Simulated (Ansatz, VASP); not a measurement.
SnO2 in VASP and in Ansatz

```xyz
12
Lattice="4.7883 0.0000 0.0000 0.0000 5.8226 0.0000 0.0000 0.0000 5.3071" Properties=species:S:1:pos:R:3 pbc="T T T"
Sn    2.3941    3.8733    3.9803
Sn    0.0000    4.8605    1.3268
Sn    2.3941    1.9493    1.3268
Sn    0.0000    0.9620    3.9803
O     3.4958    3.5359    0.4160
O     1.1017    5.1979    4.8911
O     3.6866    5.1979    3.0695
O     1.2924    3.5359    2.2376
O     3.4958    2.2867    3.0695
O     1.1017    0.6246    2.2376
O     3.6866    0.6246    0.4160
O     1.2924    2.2867    4.8911
```

Alike in both runs: functional PBE; k mesh 4 × 4 × 4; occupations gaussian, width 0.1 eV; no spin polarisation.

Ansatz relaxed the structure, and its values are those at the end. VASP's run is a single point on that final structure, the one shown.

|  | VASP | Ansatz |
| --- | --- | --- |
| version | VASP 6.6.1 | Ansatz 0.2.0 |
| potentials or method | VASP PAW PBE potentials, release 64 (Sn_d, O), cutoff 520 eV | scalar-relativistic, plane waves, PAW |
| valence electrons in the cell | 104 | 104 |

VASP gave:

- gap on the k mesh at the Fermi level (eV): 1.00
- least direct gap on the mesh (eV): 1.00
- pressure (GPa): 0.6
- rms of the force components (eV/Å): 0.010

What did Ansatz give for the same quantities?

gap on the k mesh at the Fermi level (eV): 1.01; least direct gap on the mesh (eV): 1.01; pressure (GPa): 0.0; rms of the force components (eV/Å): 0.012.
